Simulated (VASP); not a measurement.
AlAs, 2 atoms in the cell. It takes space group F-43m (No. 216, cubic). Conventional cell: a = 5.661 Å, b = 5.661 Å, c = 5.661 Å, α = 90.00°, β = 90.00°, γ = 90.00°. Al (site symmetry -43m) has 4 As at 2.45 Å within 3.2 Å. As (site symmetry -43m) has 4 Al at 2.45 Å within 3.2 Å. 

```yaml
Program: VASP 6.6.1
Task: single point
Functional: PBE
Dispersion: D4
Potentials_or_basis: VASP PAW PBE potentials, release 64 (Al, As)
Cutoff: 500 eV
k_mesh: 10 × 10 × 10
Occupations: gaussian, width 0.05 eV
Spin: no spin polarisation
Dipole_correction: no
Further_INCAR_settings: ALGO = Normal; EDIFF = 1e-06; NBANDS = 11
```

Potentials or basis: VASP PAW PBE potentials, release 64 (Al, As).

Command:

```bash
$ cat potpaw_PBE.64/Al/POTCAR potpaw_PBE.64/As/POTCAR > POTCAR
$ mpirun -np 1 vasp_std > vasp.out
```

Hardware: 1 thread of Intel Xeon 8259CL (shared host).

Problem. How long does it take, and how much memory?

Solution. It took 40 s on 1 thread of Intel Xeon 8259CL, with other jobs on the host, peak memory 0.18 GiB. Counts: scf iterations 12, k points 47.
